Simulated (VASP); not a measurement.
## CdSe: single point with PBEsol

The system is CdSe.

```
Cd Se
1.0
     4.68352    0.00000    0.00000
    -2.34176    4.05605    0.00000
     0.00000    0.00000    5.63071
Cd Se
2 2
Direct
  0.33333 0.66667 0.00000
  0.66667 0.33333 0.50000
  0.33333 0.66667 0.50000
  0.66667 0.33333 0.00000
```

```
Program             : VASP 6.6.1
Task                : single point
Functional          : PBEsol
Potentials or basis : VASP PAW PBE potentials, release 64 (Cd, Se)
Cutoff              : 500 eV
k mesh              : 3 × 3 × 2
Occupations         : gaussian, width 0.02 eV
Spin                : no spin polarisation
```

The pressure is 0.4 GPa and the band gap on the k mesh is zero (bands 18 and 19 overlap by 0.29 eV).

Levels at points of the mesh, in eV from the Fermi level:
```tsv
k point	band 15	band 16	band 17	band 18	band 19	band 20	band 21	band 22
(0.00, 0.00, 0.00)	-1.91	-0.78	-0.55	-0.55	-0.30	0.17	4.56	4.56
(0.00, 0.00, 0.50)	-1.17	-1.17	-1.17	-1.17	2.62	2.62	4.68	4.68
```

Wall time 13 s on 1 thread of Intel(R) Xeon(R) Platinum 8375C CPU @ 2.90GHz (Ice Lake) (shared host), peak memory 0.22 GiB.

Caveat: the k points lie up to 0.56 Å⁻¹ apart; semilocal functionals underestimate gaps, and a narrow one can read as zero; the PAW data sets were made with another functional, which shifts forces and pressure a little.
